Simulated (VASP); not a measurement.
# Au (Fm-3m) in VASP: further runs, part 3 of 3

VASP 6.6.1.

## 6. Relaxation of cell and atoms, PBE

This run uses another cell than the first one, of 17.79 Å³/atom, 0.992 times its volume.

Contents of INCAR:

```
SYSTEM = Au
ALGO     = Normal         ! electronic algorithm
EDIFF    = 1E-7           ! SCF threshold, eV
EDIFFG   = -0.01          ! ionic threshold
ENCUT    = 500            ! plane-wave cutoff, eV
GGA      = PE             ! functional
GGA_COMPAT= .FALSE.      
IBRION   = 2              ! ionic algorithm
ISIF     = 3              ! what is computed and relaxed
ISMEAR   = -1             ! smearing method
LASPH    = .TRUE.         ! aspherical terms in the spheres
LCHARG   = .FALSE.        ! write CHGCAR
LREAL    = .FALSE.        ! projectors in reciprocal space
LWAVE    = .FALSE.        ! write WAVECAR
NELM     = 120            ! most SCF steps
NELMIN   = 4            
NSW      = 60             ! ionic steps
PREC     = Accurate       ! precision mode
SIGMA    = 0.0974         ! smearing width, eV
```

Contents of KPOINTS:

```
k-points
0
G
  7 7 7
  0 0 0
```

Contents of POSCAR:

```
Au
1.0
    0.0000000000      2.0719870000      2.0719870000
    2.0719870000      0.0000000000      2.0719870000
    2.0719870000      2.0719870000      0.0000000000
Au
1
Direct
    0.0000000000      0.0000000000      0.0000000000
```

Potentials or basis: VASP PAW PBE potentials, release 64 (Au).

On the command line:

```bash
$ cat potpaw_PBE.64/Au/POTCAR > POTCAR
$ mpirun -np 1 vasp_std > vasp.out
```

OUTCAR:

```text
SYSTEM = Au
   EDIFF = 1E-7
   EDIFFG = -0.01
   ENCUT = 500
   GGA = PE
   IBRION = 2
   ISIF = 3
   ISMEAR = -1
   LASPH = .TRUE.
   LREAL = .FALSE.
   NELM = 120
   NELMIN = 4
   NSW = 60
   PREC = Accurate

 ion  position               nearest neighbor table
   1  0.000  0.000  0.000-

  LATTYP: Found a face centered cubic cell.
 ALAT       =     4.1439740000

  Lattice vectors:

 A1 = (   0.0000000000,   2.0719870000,   2.0719870000)
 A2 = (   2.0719870000,   0.0000000000,   2.0719870000)
 A3 = (   2.0719870000,   2.0719870000,   0.0000000000)

Analysis of symmetry for initial positions (statically):
=====================================================================
 Subroutine PRICEL returns:
 Original cell was already a primitive cell.

 Routine SETGRP: Setting up the symmetry group for a
 face centered cubic supercell.

 Subroutine GETGRP returns: Found 48 space group operations
 (whereof 48 operations were pure point group operations)
 out of a pool of 48 trial point group operations.

The static configuration has the point symmetry O_h .

Analysis of symmetry for dynamics (positions and initial velocities):
=====================================================================
 Subroutine PRICEL returns:
 Original cell was already a primitive cell.

 Routine SETGRP: Setting up the symmetry group for a
 face centered cubic supercell.

 Subroutine GETGRP returns: Found 48 space group operations
 (whereof 48 operations were pure point group operations)
 out of a pool of 48 trial point group operations.

The dynamic configuration has the point symmetry O_h .

 Subroutine INISYM returns: Found 48 space group operations
 (whereof 48 operations are pure point group operations),
 and found     1 'primitive' translations

----------------------------------------------------------------------------------------

[... 93 lines left out ...]
   POTIM  = 0.5000    time-step for ionic-motion
   TEBEG  =    0.0;   TEEND  =   0.0 temperature during run
   PSTRESS=    0.0 pullay stress
   NELECT =      11.0000    total number of electrons
   NUPDOWN=      -1.0000    fix difference up-down
   EMIN   =  10.00;   EMAX   =-10.00  energy-range for DOS
   EFERMI =   0.00;   METHOD = LEGACY
   ISMEAR =    -1;   SIGMA  =   0.10  broadening in eV -4-tet -1-fermi 0-gaus
   EFERMI_NEDOS =   21; number of points for ismear=-14 and -15
   IALGO  =     38    algorithm
   IMIX   =      4    mixing-type and parameters
     AMIX     =   0.40;   BMIX     =  1.00
     AMIX_MAG =   1.60;   BMIX_MAG =  1.00
  volume/ion in A,a.u.               =      17.79       120.06
  Fermi-wavevector in a.u.,A,eV,Ry     =   1.394683  2.635568 26.465229  1.945139
  Thomas-Fermi vector in A             =   2.518208
   LORBIT       =      0    0 simple, 1 ext, 2 COOP (PROOUT), +10 PAW based schemes
   GGA     = PE    functional components
   LHFCALC =     F    Hartree Fock is set to
   AEXX    =    0.0000 exact exchange contribution
   IVDW    =     0    specifies the selected vdW correction
   LEPSILON=     F    determine dielectric tensor
   LRPA    =     F    only Hartree local field effects (RPA)
 conjugate gradient relaxation of ions
 non-spin polarized calculation
  energy-cutoff  :      500.00
  volume of cell :       17.79
 maximum number of plane-waves:       461
 NGX is ok and might be reduce to    24
   NGX = 11   NGY = 11   NGZ = 11

--------------------------------------- Ionic step        1  -------------------------------------------

 number of electron      11.0000002 magnetization

 Free energy of the ion-electron system (eV)
  ---------------------------------------------------
  ext. energy  EPLUGINS =         0.00000000
  ---------------------------------------------------
  free energy    TOTEN  =        -3.27384071 eV

  energy without entropy =       -3.27076225  energy(sigma->0) =       -3.27230148

------------------------ aborting loop because EDIFF is reached ----------------------------------------

  FORCE on cell =-STRESS in cart. coord.  units (eV):
  Direction    XX          YY          ZZ          XY          YZ          ZX
  --------------------------------------------------------------------------------------
  -------------------------------------------------------------------------------------
  Total        0.1002707      0.1002707      0.1002707      0.0000000      0.0000000      0.0000000
  in kB        9.0301167      9.0301167      9.0301167      0.0000000      0.0000000      0.0000000
  external PRESSURE =       9.0301167 kB  Pullay stress =       0.0000000 kB
[... 57 lines left out ...]
--------------------------------------- Ionic step        3  -------------------------------------------

 number of electron      11.0000002 magnetization

 Free energy of the ion-electron system (eV)
  ---------------------------------------------------
  ext. energy  EPLUGINS =         0.00000000
  ---------------------------------------------------
  free energy    TOTEN  =        -3.27414686 eV

  energy without entropy =       -3.27113548  energy(sigma->0) =       -3.27264117

 E-fermi :   8.4125     XC(G=0): -12.4217

 val. band max:        7.9370968900   @ k =   0.4286   0.2857   0.0000
 cond. band min:       8.4325987659   @ k =   0.4286   0.4286   0.0000
 fundamental gap:      0.4955018759
 Fermi energy:         8.4125133293

 k-point     1 :       0.0000    0.0000    0.0000
  band No.  band energies     occupation
      1      -0.6700      2.00000
      2       4.2470      2.00000
      3       4.2470      2.00000
      4       4.2470      2.00000
      5       5.6347      2.00000
      6       5.6347      2.00000
      7      23.2543      0.00000
      8      26.9694      0.00000
      9      26.9694      0.00000
[... 254 lines left out ...]
  FREE ENERGIE OF THE ION-ELECTRON SYSTEM (eV)
  ---------------------------------------------------
  free  energy   TOTEN  =        -3.2741468578 eV

  energy  without entropy=       -3.2711354849  energy(sigma->0) =       -3.27264117

 reached required accuracy - stopping structural energy minimisation
```

OSZICAR:

```text
N       E                     dE             d eps       ncg     rms          rms(c)
DAV:   1     0.417905828361E+02    0.41791E+02   -0.58600E+03   408   0.106E+03
DAV:   2    -0.310568994978E+01   -0.44896E+02   -0.42733E+02   372   0.200E+02
DAV:   3    -0.353142828465E+01   -0.42574E+00   -0.42332E+00   442   0.184E+01
[... 21 lines left out ...]
DAV:   3    -0.327413690004E+01    0.32691E-03   -0.16026E-03   363   0.363E-01    0.160E-01
DAV:   4    -0.327414674239E+01   -0.98423E-05   -0.63317E-05   389   0.693E-02    0.814E-03
DAV:   5    -0.327414646621E+01    0.27618E-06   -0.86050E-07   361   0.979E-03    0.124E-03
DAV:   6    -0.327414685402E+01   -0.38781E-06   -0.72392E-08   337   0.258E-03    0.277E-04
DAV:   7    -0.327414685778E+01   -0.37634E-08   -0.17698E-09   180   0.386E-04
   3 F= -.32741469E+01 E0= -.32726412E+01  d E =-.306144E-03
```

CONTCAR:

```text
Au
   1.00000000000000
     0.0000000000000000    2.0762557273246665    2.0762557273246665
     2.0762557273246665    0.0000000000000000    2.0762557273246665
     2.0762557273246665    2.0762557273246665    0.0000000000000000
  Au
     1
Direct
     0.0000000000000000    0.0000000000000000    0.0000000000000000

  0.00000000E+00  0.00000000E+00  0.00000000E+00
```

Wall time 11 s (1 thread of Intel Xeon 8259CL, shared host); peak memory 0.14 GiB.

What came out:

| Quantity | Value |
| --- | --- |
| Free energy | -3.2741 eV |
| Relaxed volume | 17.90 Å³/atom |
| Relaxed cell | a = 2.936 Å, b = 2.936 Å, c = 2.936 Å, α = 60.00°, β = 60.00°, γ = 60.00° |
| Space group after relaxing (to 0.05 Å) | Fm-3m (No. 225) |
| Energy gained by relaxing | 0.3 meV/atom |
| Ionic steps | 3 |
| Pressure after relaxing | 0.0 GPa |

Step by step:
| step | energy change (eV) | largest force (eV/Å) | pressure (GPa) | volume (Å³) |
| --- | --- | --- | --- | --- |
| 1 | 0.0000 | 0.0000 | 0.90 | 17.79 |
| 2 | 0.0002 | 0.0000 | -1.15 | 18.05 |
| 3 | -0.0003 | 0.0000 | 0.01 | 17.90 |

Final structure:
```xyz
1
Lattice="0.0000 2.0763 2.0763 2.0763 0.0000 2.0763 2.0763 2.0763 0.0000" Properties=species:S:1:pos:R:3 pbc="T T T"
Au    0.0000    0.0000    0.0000
```

Levels at points of the mesh, in eV from the Fermi level:
```tsv
k point	band 2	band 3	band 4	band 5	band 6	band 7	band 8	band 9
(0.00, 0.00, 0.00)	-4.17	-4.17	-4.17	-2.78	-2.78	14.84	18.56	18.56
```

Caveat: the k points lie up to 0.37 Å⁻¹ apart in the final cell; spin-orbit coupling is left out, which moves the levels of the heavy elements.

## 7. The runs side by side

| task | level | cell | cutoff (eV) | gap on the mesh (eV) | pressure (GPa) |
| --- | --- | --- | --- | --- | --- |
| single point | PBE | a = 2.938 Å, angles 60.0°, 1 atom | 500 | none | -0.3 |
| single point | r2SCAN | a = 2.914 Å, angles 60.0°, 1 atom | 550 | none | 0.3 |
| relaxation of cell and atoms | PBE | relaxed from a = 2.930 Å, angles 60.0°, 1 atom | 500 | none | 0.0 |

Alike in all rows: potentials or basis VASP PAW PBE potentials, release 64 (Au); no spin polarisation; k mesh 7 × 7 × 7; smearing fermi-dirac 0.0974 eV.

Caveats: all runs use coarse meshes; spin-orbit coupling is left out, which moves the levels of the heavy elements; the PAW data sets were made with another functional, which shifts forces and pressure a little (some runs).

Absolute energies hang on the potentials; compare differences alone.
